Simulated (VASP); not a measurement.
# Sr (P2_1/m) in VASP: notebook

The runs below take Sr through single point, with PBEsol.

Everything below comes from runs of VASP 6.6.1. Logs are shortened: lines on timing, memory, paths and dates and some standing lists are left out, and cuts for length are marked.

## (1) The cell of the first run

Symmetry: P2_1/m, No. 11, monoclinic system. Conventional cell: a = 4.232 Å, b = 6.879 Å, c = 4.232 Å, α = 90.00°, β = 118.28°, γ = 90.00°. Sr (site symmetry m) has 12 Sr at 3.92 to 4.66 Å within 5.1 Å.

## (2) Single point, PBEsol (atoms displaced along a vibrational mode, the cell strained)

Contents of INCAR:

```
SYSTEM = Sr
  PREC = Accurate
  ENCUT = 520
  EDIFF = 1E-6
  ISMEAR = 0
  SIGMA = 0.15
  LREAL = .False.
  LASPH = .True.
  NELM = 100
  ALGO = Fast
  ISIF = 2
  LWAVE = .False.
  LCHARG = .False.
  GGA = PS
  NBANDS = 17
```

Contents of KPOINTS:

```
Automatic mesh
0
Gamma
  12 12 8
  0 0 0
```

Contents of POSCAR:

```
Sr
1.0
    4.3413454729      0.0000000000      0.0000000000
   -2.1706727365      3.6325753296      0.0000000000
    0.0000000000      0.0000000000      6.8785266073
Sr
2
Direct
    0.2498914598      0.6666666667      0.2500000000
    0.7501085402      0.3333333333      0.7500000000
```

Potentials or basis: VASP PAW PBE potentials, release 64 (Sr_sv).

Command:

```sh
cat potpaw_PBE.64/Sr_sv/POTCAR > POTCAR
mpirun -np 1 vasp_std > vasp.out
```

OUTCAR:

```text
SYSTEM = Sr
   PREC = Accurate
   ENCUT = 520
   EDIFF = 1E-6
   ISMEAR = 0
   LREAL = .False.
   LASPH = .True.
   NELM = 100
   ISIF = 2
   GGA = PS

 ion  position               nearest neighbor table
   1  0.250  0.667  0.250-   2 3.92   2 3.92   2 4.27   2 4.27   2 4.66   2 4.66
   2  0.750  0.333  0.750-   1 3.92   1 3.92   1 4.27   1 4.27   1 4.66   1 4.66

  Warning from LATTYP: Monoclinic adjustment (A1->A3, A2->A1, A3->A2)!
  LATTYP: Found a base centered orthorhombic cell.
 ALAT       =     4.3413454729
 B/A-ratio  =     1.6734790411
 C/A-ratio  =     1.5844227671

  Lattice vectors:

 A1 = (   2.1706727365,  -3.6325753296,   0.0000000000)
 A2 = (   2.1706727364,   3.6325753296,   0.0000000000)
 A3 = (   0.0000000000,   0.0000000000,   6.8785266073)

Analysis of symmetry for initial positions (statically):
=====================================================================
 Subroutine PRICEL returns:
 Original cell was already a primitive cell.

 Routine SETGRP: Setting up the symmetry group for a
 base centered orthorhombic supercell.

 Subroutine GETGRP returns: Found  4 space group operations
 (whereof  2 operations were pure point group operations)
 out of a pool of  8 trial point group operations.

The static configuration has the point symmetry S_2 .
 The point group associated with its full space group is C_2h.

Analysis of symmetry for dynamics (positions and initial velocities):
=====================================================================
 Subroutine PRICEL returns:
 Original cell was already a primitive cell.

 Routine SETGRP: Setting up the symmetry group for a
 base centered orthorhombic supercell.

 Subroutine GETGRP returns: Found  4 space group operations
 (whereof  2 operations were pure point group operations)
 out of a pool of  8 trial point group operations.

The dynamic configuration has the point symmetry S_2 .
 The point group associated with its full space group is C_2h.

 Subroutine INISYM returns: Found  4 space group operations
 (whereof  2 operations are pure point group operations),
 and found     1 'primitive' translations

----------------------------------------------------------------------------------------

                                     Primitive cell

  volume of cell :     108.4762

  direct lattice vectors                    reciprocal lattice vectors
     4.341345473  0.000000000  0.000000000     0.230343336  0.137643395  0.000000000
    -2.170672736  3.632575330  0.000000000     0.000000000  0.275286789  0.000000000
     0.000000000  0.000000000  6.878526607     0.000000000  0.000000000  0.145379971

  length of vectors
     4.341345473  4.231716396  6.878526607     0.268335157  0.275286789  0.145379971

  position of ions in fractional coordinates (direct lattice)
     0.249891460  0.666666667  0.250000000
     0.750108540  0.333333333  0.750000000

  ion indices of the primitive-cell ions
   primitive index   ion index
                 1           1
                 2           2

----------------------------------------------------------------------------------------

 KPOINTS: Automatic mesh

Automatic generation of k-mesh.
 Grid dimensions read from file:
 generate k-points for:   12   12    8

 Generating k-lattice:

  Cartesian coordinates                     Fractional coordinates (reciprocal lattice)
     0.019195278  0.011470283  0.000000000     0.083333333  0.000000000  0.000000000
     0.000000000  0.022940566  0.000000000     0.000000000  0.083333333  0.000000000
     0.000000000  0.000000000  0.018172496     0.000000000  0.000000000  0.125000000

  Length of vectors
     0.022361263  0.022940566  0.018172496

  Shift w.r.t. Gamma in fractional coordinates (k-lattice)
     0.000000000  0.000000000  0.000000000

 Subroutine IBZKPT returns following result:
 ===========================================

 Found    370 irreducible k-points:

 Following reciprocal coordinates:
            Coordinates               Weight
  0.000000  0.000000  0.000000      1.000000
  0.083333 -0.000000  0.000000      2.000000
  0.083333 -0.083333  0.000000      2.000000
  0.166667  0.000000  0.000000      2.000000
  0.166667 -0.166667  0.000000      2.000000
  0.250000  0.000000  0.000000      2.000000
[... 16 lines left out ...]
  0.416667  0.083333  0.000000      2.000000
  0.416667  0.500000  0.000000      2.000000
 [... further k-points ...]
   k-points           NKPTS =    370   k-points in BZ     NKDIM =    370   number of bands    NBANDS=     17
   number of dos      NEDOS =    301   number of ions     NIONS =      2
   total plane-waves  NPLWV =  55296
   dimension x,y,z NGX =    32 NGY =   32 NGZ =   54
   dimension x,y,z NGXF=    64 NGYF=   64 NGZF=  108
   ions per type =               2
   NGX,Y,Z   is equivalent  to a cutoff of  12.25, 12.57, 13.05 a.u.
   NGXF,Y,Z  is equivalent  to a cutoff of  24.51, 25.14, 26.10 a.u.
 SYSTEM =  Sr
   PREC   = accura    normal or accurate (medium, high low for compatibility)
   ISTART =      0    job   : 0-new  1-cont  2-samecut
   ICHARG =      2    charge: 1-file 2-atom 10-const
   ISPIN  =      1    spin polarized calculation?
   LNONCOLLINEAR =      F non collinear calculations
   LSORBIT =      F    spin-orbit coupling
   LASPH  =      T    aspherical Exc in radial PAW
   ENCUT  =  520.0 eV  38.22 Ry    6.18 a.u.   8.07  7.87 12.79*2*pi/ulx,y,z
   NELM   =    100;   NELMIN=  2; NELMDL= -5     # of ELM steps
   EDIFF  = 0.1E-05   stopping-criterion for ELM
   LREAL  =      F    real-space projection
   EDIFFG = 0.1E-04   stopping-criterion for IOM
   NSW    =      0    number of steps for IOM
   IBRION =     -1    ionic relax: 0-MD 1-quasi-New 2-CG
   NFREE  =      0    steps in history (QN), initial steepest desc. (CG)
   ISIF   =      2    stress and relaxation
   ISYM   =      2    0-nonsym 1-usesym 2-fastsym
   POTIM  = 0.5000    time-step for ionic-motion
   TEBEG  =    0.0;   TEEND  =   0.0 temperature during run
   PSTRESS=    0.0 pullay stress
   NELECT =      20.0000    total number of electrons
   NUPDOWN=      -1.0000    fix difference up-down
   EMIN   =  10.00;   EMAX   =-10.00  energy-range for DOS
   EFERMI =   0.00;   METHOD = LEGACY
   ISMEAR =     0;   SIGMA  =   0.15  broadening in eV -4-tet -1-fermi 0-gaus
   EFERMI_NEDOS =   21; number of points for ismear=-14 and -15
   IALGO  =     68    algorithm
   IMIX   =      4    mixing-type and parameters
     AMIX     =   0.40;   BMIX     =  1.00
     AMIX_MAG =   1.60;   BMIX_MAG =  1.00
  volume/ion in A,a.u.               =      54.24       366.02
  Fermi-wavevector in a.u.,A,eV,Ry     =   0.931766  1.760782 11.812404  0.868187
  Thomas-Fermi vector in A             =   2.058293
   LORBIT       =      0    0 simple, 1 ext, 2 COOP (PROOUT), +10 PAW based schemes
   GGA     = PS    functional components
   LHFCALC =     F    Hartree Fock is set to
   AEXX    =    0.0000 exact exchange contribution
   IVDW    =     0    specifies the selected vdW correction
   LEPSILON=     F    determine dielectric tensor
   LRPA    =     F    only Hartree local field effects (RPA)
 non-spin polarized calculation
 RMM-DIIS sequential band-by-band and
 Gauss-broadening in eV      SIGMA  =   0.15
  energy-cutoff  :      520.00
  volume of cell :      108.48
 maximum number of plane-waves:      2950
   NGX = 17   NGY = 15   NGZ = 25

 number of electron      20.0000000 magnetization

 Free energy of the ion-electron system (eV)
  ---------------------------------------------------
  ext. energy  EPLUGINS =         0.00000000
  ---------------------------------------------------
  free energy    TOTEN  =        -3.59666538 eV

  energy without entropy =       -3.56967922  energy(sigma->0) =       -3.58317230

 E-fermi :   1.5248     XC(G=0):  -7.4727

 val. band max:        1.5225173958   @ k =   0.5000   0.1667   0.0000
 cond. band min:       1.5345743581   @ k =   0.5000   0.3333   0.0000
 fundamental gap:      0.0120569623
 Fermi energy:         1.5247897989

 k-point     1 :       0.0000    0.0000    0.0000
  band No.  band energies     occupation
      1     -34.9960      2.00000
      2     -34.9754      2.00000
      3     -17.1386      2.00000
      4     -16.9472      2.00000
      5     -16.8976      2.00000
      6     -16.8920      2.00000
[... 9 lines left out ...]
     16       4.3321      0.00000
     17       4.5967      0.00000

 k-point     2 :       0.0833   -0.0000    0.0000
  band No.  band energies     occupation
      1     -34.9951      2.00000
      2     -34.9751      2.00000
      3     -17.1334      2.00000
      4     -16.9563      2.00000
      5     -16.9049      2.00000
      6     -16.9004      2.00000
[... 9 lines left out ...]
     16       4.3394      0.00000
     17       4.5475      0.00000

 k-point     3 :       0.0833   -0.0833    0.0000
  band No.  band energies     occupation
      1     -34.9953      2.00000
      2     -34.9749      2.00000
      3     -17.1358      2.00000
      4     -16.9496      2.00000
      5     -16.9098      2.00000
      6     -16.8965      2.00000
[... 9 lines left out ...]
     16       4.2752      0.00000
     17       4.7258      0.00000

 k-point     4 :       0.1667    0.0000    0.0000
  band No.  band energies     occupation
      1     -34.9926      2.00000
      2     -34.9743      2.00000
      3     -17.1186      2.00000
      4     -16.9810      2.00000
      5     -16.9350      2.00000
      6     -16.9106      2.00000
[... 9 lines left out ...]
     16       4.4577      0.00000
     17       4.6209      0.00000

 k-point     5 :       0.1667   -0.1667    0.0000
  band No.  band energies     occupation
      1     -34.9934      2.00000
      2     -34.9736      2.00000
      3     -17.1281      2.00000
      4     -16.9565      2.00000
      5     -16.9411      2.00000
      6     -16.9192      2.00000
[... 9 lines left out ...]
     16       4.3452      0.00000
     17       4.6394      0.00000

 k-point     6 :       0.2500    0.0000    0.0000
  band No.  band energies     occupation
      1     -34.9891      2.00000
      2     -34.9733      2.00000
      3     -17.0963      2.00000
      4     -17.0144      2.00000
      5     -16.9765      2.00000
      6     -16.9225      2.00000
[... 9 lines left out ...]
     16       4.6466      0.00000
     17       4.8451      0.00000

 k-point     7 :       0.2500   -0.2500    0.0000
  band No.  band energies     occupation
      1     -34.9909      2.00000
      2     -34.9717      2.00000
      3     -17.1174      2.00000
      4     -16.9840      2.00000
      5     -16.9649      2.00000
      6     -16.9505      2.00000
[... 9 lines left out ...]
     16       4.2823      0.00000
     17       4.7055      0.00000

 k-point     8 :       0.3333    0.0000    0.0000
  band No.  band energies     occupation
      1     -34.9853      2.00000
      2     -34.9726      2.00000
      3     -17.0700      2.00000
      4     -17.0470      2.00000
      5     -17.0181      2.00000
      6     -16.9335      2.00000
[... 9 lines left out ...]
     16       5.0333      0.00000
     17       5.3361      0.00000
[... 203 lines left out ...]
      1     -34.9862      2.00000
      2     -34.9729      2.00000
      3     -17.0767      2.00000
      4     -17.0352      2.00000
      5     -17.0076      2.00000
      6     -16.9283      2.00000
[... 9 lines left out ...]
     16       4.5153      0.00000
     17       4.9018      0.00000

 k-point    20 :       0.2500   -0.3333    0.0000
  band No.  band energies     occupation
      1     -34.9889      2.00000
      2     -34.9704      2.00000
      3     -17.1087      2.00000
      4     -17.0083      2.00000
      5     -16.9807      2.00000
      6     -16.9653      2.00000
[... 9 lines left out ...]
     16       4.4875      0.00000
     17       5.5278      0.00000

 k-point    21 :       0.3333    0.0833    0.0000
  band No.  band energies     occupation
      1     -34.9828      2.00000
      2     -34.9724      2.00000
      3     -17.0604      2.00000
      4     -17.0515      2.00000
      5     -17.0410      2.00000
      6     -16.9407      2.00000
[... 9 lines left out ...]
     16       4.9402      0.00000
     17       5.2272      0.00000

 k-point    22 :       0.3333   -0.4167    0.0000
  band No.  band energies     occupation
      1     -34.9866      2.00000
      2     -34.9688      2.00000
      3     -17.0989      2.00000
      4     -17.0416      2.00000
      5     -17.0013      2.00000
      6     -16.9789      2.00000
[... 9 lines left out ...]
     16       4.6642      0.00000
     17       5.7192      0.00000

 k-point    23 :       0.4167    0.0833    0.0000
  band No.  band energies     occupation
      1     -34.9810      2.00000
      2     -34.9723      2.00000
      3     -17.0739      2.00000
      4     -17.0572      2.00000
      5     -17.0359      2.00000
      6     -16.9489      2.00000
[... 9 lines left out ...]
     16       5.3464      0.00000
     17       5.7963      0.00000

 k-point    24 :       0.4167    0.5000    0.0000
  band No.  band energies     occupation
      1     -34.9854      2.00000
      2     -34.9680      2.00000
      3     -17.0928      2.00000
      4     -17.0594      2.00000
      5     -17.0135      2.00000
      6     -16.9857      2.00000
[... 9 lines left out ...]
     16       4.8678      0.00000
     17       6.2095      0.00000

 [... further k-points ...]
[... 5 lines left out ...]
  --------------------------------------------------------------------------------------
  -------------------------------------------------------------------------------------
  Total       -0.7727790     -0.2302151      0.2630859      0.5363152      0.0000000      0.0000000
  in kB      -11.4138320     -3.4002427      3.8857400      7.9212965      0.0000000      0.0000000
  external PRESSURE =      -3.6427782 kB  Pullay stress =       0.0000000 kB

 VOLUME and BASIS-vectors are now :
 -----------------------------------------------------------------------------
  energy-cutoff  :      520.00
  volume of cell :      108.48
      direct lattice vectors                 reciprocal lattice vectors
     4.341345473  0.000000000  0.000000000     0.230343336  0.137643395  0.000000000
    -2.170672736  3.632575330  0.000000000     0.000000000  0.275286789  0.000000000
     0.000000000  0.000000000  6.878526607     0.000000000  0.000000000  0.145379971

 POSITION                                       TOTAL-FORCE (eV/Angst)
 -----------------------------------------------------------------------------------
     -0.36225      2.42172      1.71963         0.203003      0.118485      0.000000
      2.53292      1.21086      5.15889        -0.203003     -0.118485      0.000000
 -----------------------------------------------------------------------------------
    total drift:                                0.000000     -0.000000     -0.000000

  FREE ENERGIE OF THE ION-ELECTRON SYSTEM (eV)
  ---------------------------------------------------
  free  energy   TOTEN  =        -3.5966653783 eV

  energy  without entropy=       -3.5696792227  energy(sigma->0) =       -3.58317230
```

Run time: 5.1 min. Hardware: 1 thread of Intel Xeon 6975P-C (Granite Rapids), shared host; peak memory 0.66 GiB.

Results:

| Property | Result |
| --- | --- |
| Free energy | -3.5967 eV |
| Pressure | -0.4 GPa |
| Largest force | 0.235 eV/Å |
| Band gap on the k mesh | zero (bands 10 and 11 overlap by 0.39 eV) |

Forces in eV/Å, atoms in the order of the input:
```
Sr   0.203  0.118  0.000
Sr  -0.203 -0.118  0.000
```

Levels at points of the mesh, in eV from the Fermi level:
```
           k point  band 7  band 8  band 9  band 10  band 11  band 12  band 13  band 14
(0.00, 0.00, 0.00)  -18.41  -18.40   -3.66    -1.08     0.17     1.85     2.17     2.57
(0.50, 0.00, 0.00)  -18.47  -18.43   -0.88    -0.81     0.52     0.53     0.65     1.49
(0.50, 0.50, 0.00)  -18.45  -18.40   -1.38    -0.35    -0.18     0.09     2.18     2.20
(0.00, 0.50, 0.00)  -18.46  -18.44   -1.03    -0.46     0.11     0.46     1.39     1.61
(0.00, 0.00, 0.50)  -18.42  -18.42   -2.68    -2.68     1.28     1.28     2.23     2.23
(0.50, 0.00, 0.50)  -18.45  -18.45   -0.90    -0.90     0.45     0.45     1.02     1.02
(0.50, 0.50, 0.50)  -18.46  -18.46   -0.67    -0.67    -0.05    -0.05     1.58     1.58
(0.00, 0.50, 0.50)  -18.44  -18.44   -0.77    -0.77     0.35     0.35     1.15     1.15
```

Caveat: the cell differs from its parent crystal (atoms displaced along a vibrational mode, the cell strained); the PAW data sets were made with another functional, which shifts forces and pressure a little.

[end of part 1 of 2]
